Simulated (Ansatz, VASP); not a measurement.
## In in VASP and in Ansatz

The input INCAR:

```
SYSTEM = In
ALGO = Fast ; EDIFF = 1E-7
ENCUT = 520 ; GGA = PE
ISIF = 2 ; ISMEAR = 0
IVDW = 12 ; LASPH = .True.
LCHARG = .False. ; LREAL = .False.
LWAVE = .False. ; NBANDS = 20
NELM = 100 ; PREC = Accurate
SIGMA = 0.15
```

KPOINTS

```
k-points
0
Gamma
  18 18 10
  0 0 0
```

Contents of POSCAR:

```
In
1.0
    3.3354847820      0.0000000000      0.0000000000
   -1.6677423910      2.8886145552      0.0000000000
    0.0000000000      0.0000000000      5.6744172076
In
2
Direct
    0.3333333333      0.6666666667      0.2500000000
    0.6666666667      0.3333333333      0.7500000000
```

Input for Ansatz:

```yaml
crystal:
  lattice:
    - [3.335484782, 0.0, 0.0]
    - [-1.667742391, 2.8886145552, 0.0]
    - [0.0, 0.0, 5.6744172076]
  atoms:
    - { symbol: In, position: [0.3333333333, 0.6666666667, 0.25] }
    - { symbol: In, position: [0.6666666667, 0.3333333333, 0.75] }
basis:
  ecutwfc: 420
kpoints:
  mp_grid: { grid: [18, 18, 10] }
hamiltonian:
  xc: pbe
  dispersion: d3bj
scf:
  occupations: { method: gaussian, width: 0.15 }
output:
  forces: true
  stress: true
  eigenvalues: true
```

Change from the starting cell: strain +0.000 along x and y, +0.030 along z, atoms carried along.

Alike in both runs: task single point; functional PBE; dispersion D3(BJ); k mesh 18 × 18 × 10; occupations gaussian, width 0.15 eV; no spin polarisation.

|  | VASP | Ansatz |
| --- | --- | --- |
| version | VASP 6.6.1 | Ansatz 0.2.0 |
| potentials or method | VASP PAW PBE potentials, release 64 (In_d), cutoff 520 eV | scalar-relativistic, plane waves, PAW |
| valence electrons in the cell | 26 | 26 |

VASP gave:

```
gap on the k mesh at the Fermi level (eV)                     : none
pressure (GPa)                                                : -1.5
traceless stress, the component that is largest in VASP (GPa) : -0.35
```

**Question.** Which values does Ansatz return?

**Answer.** gap on the k mesh at the Fermi level (eV): none; pressure (GPa): -1.4; traceless stress, the component that is largest in VASP (GPa): -0.34.

A gap of «none» marks a metal or a gap that the smearing closes.
